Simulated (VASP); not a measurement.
# HfN (Fm-3m) in VASP: notebook, part 2 of 2

VASP 6.6.1.

### 4 Electric field gradients, LDA

This run uses another cell than the first one, of 11.53 Å³/atom, 0.990 times its volume.

INCAR reads:

```
SYSTEM = HfN
PREC = Accurate
ENCUT = 520
EDIFF = 1E-8
ISMEAR = -1
SIGMA = 0.03
LREAL = .FALSE.
LASPH = .TRUE.
NELM = 60
ALGO = Normal
ISIF = 2
LWAVE = .FALSE.
LCHARG = .FALSE.
GGA = CA
LEFG = .TRUE.
NBANDS = 14
```

KPOINTS reads:

```
Automatic mesh
0
G
  10 10 10
  0 0 0
```

POSCAR reads:

```
HfN
1.0
    0.0000000000      2.2590000000      2.2590000000
    2.2590000000      0.0000000000      2.2590000000
    2.2590000000      2.2590000000      0.0000000000
Hf N
1 1
Direct
    0.0000000000      0.0000000000      0.0000000000
    0.5000000000      0.5000000000      0.5000000000
```

Potentials or basis: VASP PAW LDA potentials, release 64 (Hf_pv, N).

Started as:

```
$ cat potpaw_LDA.64/Hf_pv/POTCAR potpaw_LDA.64/N/POTCAR > POTCAR
$ mpirun -np 1 vasp_std > vasp.out
```

OUTCAR:

```text
SYSTEM = HfN
   PREC = Accurate
   ENCUT = 520
   EDIFF = 1E-8
   ISMEAR = -1
   LREAL = .FALSE.
   LASPH = .TRUE.
   NELM = 60
   ISIF = 2
   GGA = CA

 ion  position               nearest neighbor table
   1  0.000  0.000  0.000-   2 2.26   2 2.26   2 2.26   2 2.26   2 2.26   2 2.26
   2  0.500  0.500  0.500-   1 2.26   1 2.26   1 2.26   1 2.26   1 2.26   1 2.26

  LATTYP: Found a face centered cubic cell.
 ALAT       =     4.5180000000

  Lattice vectors:

 A1 = (   0.0000000000,   2.2590000000,   2.2590000000)
 A2 = (   2.2590000000,   0.0000000000,   2.2590000000)
 A3 = (   2.2590000000,   2.2590000000,   0.0000000000)

Analysis of symmetry for initial positions (statically):
=====================================================================
 Subroutine PRICEL returns:
 Original cell was already a primitive cell.

 Routine SETGRP: Setting up the symmetry group for a
 face centered cubic supercell.

 Subroutine GETGRP returns: Found 48 space group operations
 (whereof 48 operations were pure point group operations)
 out of a pool of 48 trial point group operations.

The static configuration has the point symmetry O_h .

Analysis of symmetry for dynamics (positions and initial velocities):
=====================================================================
 Subroutine PRICEL returns:
 Original cell was already a primitive cell.

 Routine SETGRP: Setting up the symmetry group for a
 face centered cubic supercell.

 Subroutine GETGRP returns: Found 48 space group operations
 (whereof 48 operations were pure point group operations)
 out of a pool of 48 trial point group operations.

The dynamic configuration has the point symmetry O_h .

 Subroutine INISYM returns: Found 48 space group operations
 (whereof 48 operations are pure point group operations),
 and found     1 'primitive' translations

----------------------------------------------------------------------------------------

                                     Primitive cell

  volume of cell :      23.0557

  direct lattice vectors                    reciprocal lattice vectors
     0.000000000  2.259000000  2.259000000    -0.221336875  0.221336875  0.221336875
     2.259000000  0.000000000  2.259000000     0.221336875 -0.221336875  0.221336875
     2.259000000  2.259000000  0.000000000     0.221336875  0.221336875 -0.221336875

  length of vectors
     3.194708437  3.194708437  3.194708437     0.383366713  0.383366713  0.383366713

  position of ions in fractional coordinates (direct lattice)
     0.000000000  0.000000000  0.000000000
     0.500000000  0.500000000  0.500000000

  ion indices of the primitive-cell ions
   primitive index   ion index
                 1           1
                 2           2

----------------------------------------------------------------------------------------

 KPOINTS: Automatic mesh

Automatic generation of k-mesh.
 Grid dimensions read from file:
 generate k-points for:   10   10   10

[... 80 lines left out ...]
   IALGO  =     38    algorithm
   IMIX   =      4    mixing-type and parameters
     AMIX     =   0.40;   BMIX     =  1.00
     AMIX_MAG =   1.60;   BMIX_MAG =  1.00
  volume/ion in A,a.u.               =      11.53        77.79
  Fermi-wavevector in a.u.,A,eV,Ry     =   1.418553  2.680677 27.378918  2.012294
  Thomas-Fermi vector in A             =   2.539667
   LORBIT       =      0    0 simple, 1 ext, 2 COOP (PROOUT), +10 PAW based schemes
   GGA     = CA    functional components
   LHFCALC =     F    Hartree Fock is set to
   AEXX    =    0.0000 exact exchange contribution
   IVDW    =     0    specifies the selected vdW correction
   LEPSILON=     F    determine dielectric tensor
   LRPA    =     F    only Hartree local field effects (RPA)
 non-spin polarized calculation
  energy-cutoff  :      520.00
  volume of cell :       23.06
 maximum number of plane-waves:       636
   NGX = 11   NGY = 11   NGZ = 11

 number of electron      14.9999998 magnetization

 Free energy of the ion-electron system (eV)
  ---------------------------------------------------
  ext. energy  EPLUGINS =         0.00000000
  ---------------------------------------------------
  free energy    TOTEN  =       -23.83578813 eV

  energy without entropy =      -23.83310214  energy(sigma->0) =      -23.83444514

 E-fermi :   8.2191     XC(G=0): -12.9796

 val. band max:        8.1871288297   @ k =  -0.4000   0.3000   0.0000
 cond. band min:       8.2338315613   @ k =  -0.1000   0.1000   0.0000
 fundamental gap:      0.0467027315
 Fermi energy:         8.2191133541

 k-point     1 :       0.0000    0.0000    0.0000
  band No.  band energies     occupation
      1     -22.7360      2.00000
      2     -22.7360      2.00000
      3     -22.7360      2.00000
      4      -9.0438      2.00000
      5       5.2367      2.00000
      6       5.2367      2.00000
      7       5.2367      2.00000
      8       7.8048      2.00000
      9       7.8048      2.00000
     10       7.8048      2.00000
     11      10.1036      0.00000
     12      10.1036      0.00000
     13      10.1787      0.00000
     14      17.8459      0.00000
[... 377 lines left out ...]
      1     -23.4261      2.00000
      2     -23.0067      2.00000
      3     -22.9770      2.00000
      4      -7.6148      2.00000
      5       1.6676      2.00000
      6       3.6375      2.00000
      7       4.1312      2.00000
      8       5.7262      2.00000
      9      12.2283      0.00000
     10      12.7723      0.00000
     11      12.9056      0.00000
     12      13.0533      0.00000
     13      17.3371      0.00000
     14      19.3892      0.00000

 [... further k-points ...]

------------------------ aborting loop because EDIFF is reached ----------------------------------------

  FORCE on cell =-STRESS in cart. coord.  units (eV):
  Direction    XX          YY          ZZ          XY          YZ          ZX
  --------------------------------------------------------------------------------------
  -------------------------------------------------------------------------------------
  Total       -1.5246947     -1.5246947     -1.5246947      0.0000000      0.0000000      0.0000000
  in kB     -105.9533759   -105.9533759   -105.9533759      0.0000000      0.0000000      0.0000000
  external PRESSURE =    -105.9533759 kB  Pullay stress =       0.0000000 kB

 VOLUME and BASIS-vectors are now :
 -----------------------------------------------------------------------------
  energy-cutoff  :      520.00
  volume of cell :       23.06
      direct lattice vectors                 reciprocal lattice vectors
     0.000000000  2.259000000  2.259000000    -0.221336875  0.221336875  0.221336875
     2.259000000  0.000000000  2.259000000     0.221336875 -0.221336875  0.221336875
     2.259000000  2.259000000  0.000000000     0.221336875  0.221336875 -0.221336875

 POSITION                                       TOTAL-FORCE (eV/Angst)
 -----------------------------------------------------------------------------------
      0.00000      0.00000      0.00000         0.000000     -0.000000      0.000000
      2.25900      2.25900      2.25900        -0.000000      0.000000     -0.000000
 -----------------------------------------------------------------------------------
    total drift:                                0.000000     -0.000000     -0.000000

  FREE ENERGIE OF THE ION-ELECTRON SYSTEM (eV)
  ---------------------------------------------------
  free  energy   TOTEN  =       -23.8357881349 eV

  energy  without entropy=      -23.8331021365  energy(sigma->0) =      -23.83444514

 Electric field gradients (V/A^2)
---------------------------------------------------------------------
 ion       V_xx      V_yy      V_zz      V_xy      V_xz      V_yz
---------------------------------------------------------------------
   1       0.000    -0.000     0.000    -0.000    -0.000    -0.000
   2       0.000     0.000     0.000    -0.001    -0.001    -0.001
---------------------------------------------------------------------

 Electric field gradients after diagonalization (V/A^2)
 (convention: |V_zz| > |V_xx| > |V_yy|)
----------------------------------------------------------------------
 ion       V_xx      V_yy      V_zz     asymmetry (V_yy - V_xx)/ V_zz
----------------------------------------------------------------------
   1       0.000     0.000    -0.001       0.000
   2       0.001     0.001    -0.001       0.000
----------------------------------------------------------------------

           NMR quadrupolar parameters

 Cq : quadrupolar parameter    Cq=e*Q*V_zz/h
 eta: asymmetry parameters     (V_yy - V_xx)/ V_zz
 Q  : nuclear electric quadrupole moment in mb (millibarn)
----------------------------------------------------------------------
 ion       Cq(MHz)       eta       Q (mb)
----------------------------------------------------------------------
   1      -0.000       0.000       1.000
   2      -0.000       0.000       1.000
----------------------------------------------------------------------
```

stdout:

```text
POSCAR found type information on POSCAR HfN
 POSCAR found :  2 types and       2 ions
 scaLAPACK will be used
 LDA part: xc-table for (Slater(with rela. corr.)+CA(PZ))
 , standard interpolation
 POSCAR, INCAR and KPOINTS ok, starting setup
 FFT: planning ... GRIDC
 FFT: planning ... GRID_SOFT
 FFT: planning ... GRID
 WAVECAR not read
 entering main loop
ion   1

ion   2
```

Run time: 21 s. Hardware: 1 thread of Intel Xeon 8259CL, shared host; peak memory 0.14 GiB.

What came out:

```yaml
Free_energy: -23.8358 eV
Pressure: -10.6 GPa
```

Levels at points of the mesh, in eV from the Fermi level:
```csv
k point,band 5,band 6,band 7,band 8,band 9,band 10,band 11,band 12
"(0.00, 0.00, 0.00)",-2.98,-2.98,-2.98,-0.41,-0.41,-0.41,1.88,1.88
"(0.50, 0.00, 0.00)",-8.87,-6.18,-6.18,3.25,3.64,3.64,4.53,8.79
"(0.50, 0.50, 0.00)",-5.32,-3.85,-3.63,-3.63,4.02,5.47,5.47,5.64
```

Caveat: without QUAD_EFG the Cq values of the log hold for a quadrupole moment of 1 mb, not for the nuclei; spin-orbit coupling is left out, which moves the levels of the heavy elements.

### 5 Electric field gradients, LDA (volume scaled by 1.02)

INCAR reads:

```
SYSTEM = HfN
  PREC = Accurate
  ENCUT = 520
  EDIFF = 1E-8
  ISMEAR = -1
  SIGMA = 0.03
  LREAL = .False.
  LASPH = .True.
  NELM = 60
  ALGO = Normal
  ISIF = 2
  LWAVE = .False.
  LCHARG = .False.
  LEFG = .True.
  NBANDS = 14
```

KPOINTS reads:

```
regular mesh
0
Gamma
  10 10 10
  0 0 0
```

POSCAR reads:

```
HfN
1.0
    0.0000000000      2.2739607009      2.2739607009
    2.2739607009      0.0000000000      2.2739607009
    2.2739607009      2.2739607009      0.0000000000
Hf N
1 1
Direct
    0.0000000000      0.0000000000      0.0000000000
    0.5000000000      0.5000000000      0.5000000000
```

Potentials or basis: VASP PAW LDA potentials, release 64 (Hf_pv, N).

Started as:

```
$ cat potpaw_LDA.64/Hf_pv/POTCAR potpaw_LDA.64/N/POTCAR > POTCAR
$ mpirun -np 1 vasp_std > vasp.out
```

OUTCAR:

```text
SYSTEM = HfN
   PREC = Accurate
   ENCUT = 520
   EDIFF = 1E-8
   ISMEAR = -1
   LREAL = .False.
   LASPH = .True.
   NELM = 60
   ISIF = 2

 ion  position               nearest neighbor table
   1  0.000  0.000  0.000-   2 2.27   2 2.27   2 2.27   2 2.27   2 2.27   2 2.27
   2  0.500  0.500  0.500-   1 2.27   1 2.27   1 2.27   1 2.27   1 2.27   1 2.27

  LATTYP: Found a face centered cubic cell.
 ALAT       =     4.5479214018

  Lattice vectors:

 A1 = (   0.0000000000,   2.2739607009,   2.2739607009)
 A2 = (   2.2739607009,   0.0000000000,   2.2739607009)
 A3 = (   2.2739607009,   2.2739607009,   0.0000000000)

Analysis of symmetry for initial positions (statically):
=====================================================================
 Subroutine PRICEL returns:
 Original cell was already a primitive cell.

 Routine SETGRP: Setting up the symmetry group for a
 face centered cubic supercell.

 Subroutine GETGRP returns: Found 48 space group operations
[... 9 lines left out ...]

 Routine SETGRP: Setting up the symmetry group for a
 face centered cubic supercell.

 Subroutine GETGRP returns: Found 48 space group operations
[... 11 lines left out ...]
                                     Primitive cell

  volume of cell :      23.5168

  direct lattice vectors                    reciprocal lattice vectors
     0.000000000  2.273960701  2.273960701    -0.219880669  0.219880669  0.219880669
     2.273960701  0.000000000  2.273960701     0.219880669 -0.219880669  0.219880669
     2.273960701  2.273960701  0.000000000     0.219880669  0.219880669 -0.219880669

  length of vectors
     3.215866064  3.215866064  3.215866064     0.380844490  0.380844490  0.380844490

  position of ions in fractional coordinates (direct lattice)
     0.000000000  0.000000000  0.000000000
     0.500000000  0.500000000  0.500000000

  ion indices of the primitive-cell ions
   primitive index   ion index
                 1           1
                 2           2

----------------------------------------------------------------------------------------

 KPOINTS: regular mesh

Automatic generation of k-mesh.
 Grid dimensions read from file:
 generate k-points for:   10   10   10

 Generating k-lattice:

  Cartesian coordinates                     Fractional coordinates (reciprocal lattice)
    -0.021988067  0.021988067  0.021988067     0.100000000  0.000000000  0.000000000
     0.021988067 -0.021988067  0.021988067     0.000000000  0.100000000  0.000000000
     0.021988067  0.021988067 -0.021988067     0.000000000  0.000000000  0.100000000

  Length of vectors
     0.038084449  0.038084449  0.038084449

  Shift w.r.t. Gamma in fractional coordinates (k-lattice)
     0.000000000  0.000000000  0.000000000

 Subroutine IBZKPT returns following result:
 ===========================================

 Found     47 irreducible k-points:

 Following reciprocal coordinates:
            Coordinates               Weight
  0.000000  0.000000  0.000000      1.000000
  0.100000  0.000000  0.000000      8.000000
  0.200000  0.000000  0.000000      8.000000
  0.300000  0.000000  0.000000      8.000000
[... 50 lines left out ...]
   NELECT =      15.0000    total number of electrons
   NUPDOWN=      -1.0000    fix difference up-down
   EMIN   =  10.00;   EMAX   =-10.00  energy-range for DOS
   EFERMI =   0.00;   METHOD = LEGACY
   ISMEAR =    -1;   SIGMA  =   0.03  broadening in eV -4-tet -1-fermi 0-gaus
   EFERMI_NEDOS =   21; number of points for ismear=-14 and -15
   IALGO  =     38    algorithm
   IMIX   =      4    mixing-type and parameters
     AMIX     =   0.40;   BMIX     =  1.00
     AMIX_MAG =   1.60;   BMIX_MAG =  1.00
  volume/ion in A,a.u.               =      11.76        79.35
  Fermi-wavevector in a.u.,A,eV,Ry     =   1.409221  2.663041 27.019844  1.985903
  Thomas-Fermi vector in A             =   2.531299
   LORBIT       =      0    0 simple, 1 ext, 2 COOP (PROOUT), +10 PAW based schemes
   GGA     = CA    functional components
   LHFCALC =     F    Hartree Fock is set to
   AEXX    =    0.0000 exact exchange contribution
   IVDW    =     0    specifies the selected vdW correction
   LEPSILON=     F    determine dielectric tensor
   LRPA    =     F    only Hartree local field effects (RPA)
 non-spin polarized calculation
  energy-cutoff  :      520.00
  volume of cell :       23.52
 maximum number of plane-waves:       644
   NGX = 11   NGY = 11   NGZ = 11

 number of electron      14.9999999 magnetization

 Free energy of the ion-electron system (eV)
  ---------------------------------------------------
  ext. energy  EPLUGINS =         0.00000000
  ---------------------------------------------------
  free energy    TOTEN  =       -23.79836047 eV

  energy without entropy =      -23.79565739  energy(sigma->0) =      -23.79700893

 E-fermi :   8.0377     XC(G=0): -12.8779

 val. band max:        8.0044977325   @ k =  -0.4000   0.3000   0.0000
 cond. band min:       8.0534848176   @ k =  -0.1000   0.1000   0.0000
 fundamental gap:      0.0489870851
 Fermi energy:         8.0377479953

 k-point     1 :       0.0000    0.0000    0.0000
  band No.  band energies     occupation
      1     -22.9926      2.00000
      2     -22.9926      2.00000
      3     -22.9926      2.00000
      4      -9.1062      2.00000
      5       5.0807      2.00000
      6       5.0807      2.00000
      7       5.0807      2.00000
      8       7.6356      2.00000
      9       7.6356      2.00000
     10       7.6356      2.00000
     11       9.8096      0.00000
     12       9.8754      0.00000
     13       9.8754      0.00000
     14      17.6207      0.00000
[... 377 lines left out ...]
      1     -23.6341      2.00000
      2     -23.2448      2.00000
      3     -23.2174      2.00000
      4      -7.7105      2.00000
      5       1.5395      2.00000
      6       3.5051      2.00000
      7       3.9827      2.00000
      8       5.5942      2.00000
      9      11.9422      0.00000
     10      12.4558      0.00000
     11      12.5974      0.00000
     12      12.6878      0.00000
     13      16.9317      0.00000
     14      19.0125      0.00000

 [... further k-points ...]
[... 5 lines left out ...]
  --------------------------------------------------------------------------------------
  -------------------------------------------------------------------------------------
  Total       -2.2811390     -2.2811390     -2.2811390      0.0000000      0.0000000      0.0000000
  in kB     -155.4116113   -155.4116113   -155.4116113      0.0000000      0.0000000      0.0000000
  external PRESSURE =    -155.4116113 kB  Pullay stress =       0.0000000 kB

 VOLUME and BASIS-vectors are now :
 -----------------------------------------------------------------------------
  energy-cutoff  :      520.00
  volume of cell :       23.52
      direct lattice vectors                 reciprocal lattice vectors
     0.000000000  2.273960701  2.273960701    -0.219880669  0.219880669  0.219880669
     2.273960701  0.000000000  2.273960701     0.219880669 -0.219880669  0.219880669
     2.273960701  2.273960701  0.000000000     0.219880669  0.219880669 -0.219880669

 POSITION                                       TOTAL-FORCE (eV/Angst)
 -----------------------------------------------------------------------------------
      0.00000      0.00000      0.00000        -0.000000      0.000000      0.000000
      2.27396      2.27396      2.27396         0.000000     -0.000000     -0.000000
 -----------------------------------------------------------------------------------
    total drift:                                0.000000     -0.000000     -0.000000

  FREE ENERGIE OF THE ION-ELECTRON SYSTEM (eV)
  ---------------------------------------------------
  free  energy   TOTEN  =       -23.7983604673 eV

  energy  without entropy=      -23.7956573852  energy(sigma->0) =      -23.79700893

 Electric field gradients (V/A^2)
---------------------------------------------------------------------
 ion       V_xx      V_yy      V_zz      V_xy      V_xz      V_yz
---------------------------------------------------------------------
   1      -0.000    -0.000     0.000    -0.000    -0.000    -0.000
   2      -0.000    -0.000     0.000    -0.000    -0.000    -0.000
---------------------------------------------------------------------

 Electric field gradients after diagonalization (V/A^2)
 (convention: |V_zz| > |V_xx| > |V_yy|)
----------------------------------------------------------------------
 ion       V_xx      V_yy      V_zz     asymmetry (V_yy - V_xx)/ V_zz
----------------------------------------------------------------------
   1       0.000     0.000    -0.001       0.000
   2       0.000     0.000    -0.001       0.000
----------------------------------------------------------------------

           NMR quadrupolar parameters

 Cq : quadrupolar parameter    Cq=e*Q*V_zz/h
 eta: asymmetry parameters     (V_yy - V_xx)/ V_zz
 Q  : nuclear electric quadrupole moment in mb (millibarn)
----------------------------------------------------------------------
 ion       Cq(MHz)       eta       Q (mb)
----------------------------------------------------------------------
   1      -0.000       0.000       1.000
   2      -0.000       0.000       1.000
----------------------------------------------------------------------
```

Wall time 18 s (1 thread of Intel Xeon 8259CL, shared host); peak memory 0.14 GiB.

Results:

* Free energy: -23.7984 eV
* Pressure: -15.5 GPa

Caveat: the cell differs from its parent crystal (volume scaled by 1.02); without QUAD_EFG the Cq values of the log hold for a quadrupole moment of 1 mb, not for the nuclei; spin-orbit coupling is left out, which moves the levels of the heavy elements.

### 6 The runs side by side

| cell | gap on the mesh (eV) | pressure (GPa) |
| --- | --- | --- |
| a = 3.205 Å, angles 60.0°, 2 atoms | none | -13.1 |
| a = 3.195 Å, angles 60.0°, 2 atoms | none | -10.6 |
| a = 3.216 Å, angles 60.0°, 2 atoms | none | -15.5 |

Alike in all rows: task electric field gradients; level LDA; potentials or basis VASP PAW LDA potentials, release 64 (Hf_pv, N); no spin polarisation; k mesh 10 × 10 × 10; cutoff (eV) 520; smearing fermi-dirac 0.03 eV.

Caveats: spin-orbit coupling is left out, which moves the levels of the heavy elements.

Total energies depend on the potentials used, so only differences within one code and one set of settings carry meaning.
